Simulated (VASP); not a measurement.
Write the native input for VASP 6.6.1 that does the following.

- Task: single point
- Functional: PBE
- Dispersion: D3(BJ)
- Potentials or basis: VASP PAW PBE potentials, release 64 (W_sv, C, H)
- Cutoff: 520 eV
- k mesh: 5 × 5 × 1
- Occupations: gaussian, width 0.15 eV
- Spin: no spin polarisation
- Dipole correction: no
- Further INCAR settings: LREAL = Auto; ALGO = Normal; EDIFF = 1e-06; NBANDS = 92

The structure of H3W8C9 lies in POSCAR:

```
H3W8C9
1.0
    5.7490600000      0.0000000000      0.0000000000
   -2.8745300000      4.9788320000      0.0000000000
    0.0000000000      0.0000000000     16.2248850000
W C H
8 9 3
Direct
    0.0000000000      0.0000000000      0.0616337188
    0.0036289225     -0.0004300205      0.2345542665
    0.0000000000      0.5000000000      0.0616337188
    0.0054215700      0.5048139805      0.2377043042
    0.5000000000      0.0000000000      0.0616337188
    0.5071693504      0.0036106862      0.2384749106
    0.5000000000      0.5000000000      0.0616337188
    0.5033044510      0.5003557059      0.2385964523
    0.3369520264      0.1669230856      0.1446117492
    0.3298710679      0.1611861979      0.3149267930
    0.3349725279      0.6680143054      0.1437419125
    0.3386628643      0.6694086083      0.3080102571
    0.8354432812      0.1677270894      0.1440270301
    0.8631403638      0.1747060355      0.3185768035
    0.8340503850      0.6648348448      0.1428699186
    0.8425313658      0.6773004191      0.3070353966
    0.7887822137      0.1213764594      0.3985256598
    0.3289344190      0.1705331692      0.3818488698
    0.7304516130     -0.0764211365      0.4242812199
    0.8056652325      0.2766148767      0.4408894732
```

One way to write it, as run:

INCAR

```
SYSTEM = H3W8C9
PREC = Accurate
ENCUT = 520
EDIFF = 1E-6
ISMEAR = 0
SIGMA = 0.15
LREAL = Auto
LASPH = .TRUE.
NELM = 60
ALGO = Normal
ISIF = 2
LWAVE = .FALSE.
LCHARG = .TRUE.
GGA = PE
IVDW = 12
LELF = .TRUE.
LVHAR = .TRUE.
NBANDS = 92
```

KPOINTS

```
regular mesh
0
G
  5 5 1
  0 0 0
```

Potentials or basis: VASP PAW PBE potentials, release 64 (W_sv, C, H).

Command:

```bash
$ cat potpaw_PBE.64/W_sv/POTCAR potpaw_PBE.64/C/POTCAR potpaw_PBE.64/H/POTCAR > POTCAR
$ mpirun -np 1 vasp_std > vasp.out
```

Results of the run:

* Largest force: 0.416 eV/Å
* Band gap on the k mesh: zero (an odd number of electrons rules out a gap without spin polarisation)
* Dispersion energy per atom: -0.256 eV

Caveat: there is no dipole correction, which matters where the two faces differ; spin-orbit coupling is left out, which moves the levels of the heavy elements; an odd number of electrons without spin polarisation forces a metal; a magnetic or distorted state may lie lower.

It took 34 min on 1 thread of Intel(R) Xeon(R) Platinum 8259CL CPU @ 2.50GHz (Skylake/Cascade Lake), on a shared host, peak memory 0.81 GiB.
